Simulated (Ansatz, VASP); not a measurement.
## CdS: VASP beside Ansatz

```xyz
2
Lattice="0.0000 2.9629 2.9629 2.9629 0.0000 2.9629 2.9629 2.9629 0.0000" Properties=species:S:1:pos:R:3 pbc="T T T"
Cd    0.0000    0.0000    0.0000
S     1.4815    1.4815    1.4815
```

Alike in both runs: task single point; functional PBE; k mesh 8 × 8 × 8; occupations gaussian, width 0.02 eV; no spin polarisation.

```csv
,VASP,Ansatz
version,VASP 6.6.1,Ansatz 0.2.0
potentials or method,"VASP PAW PBE potentials, release 64 (Cd, S), cutoff 500 eV","scalar-relativistic, plane waves, PAW"
valence electrons in the cell,18,26
```

```csv
,VASP,Ansatz,Ansatz less VASP
gap on the k mesh at the Fermi level (eV),1.04,1.04,-0.002
least direct gap on the mesh (eV),1.04,1.04,-0.002
pressure (GPa),0.3,0.0,-0.28
```

VASP's potentials hold 18 valence electrons a cell and Ansatz's 26, so a difference there can come from the potentials and not from the codes.
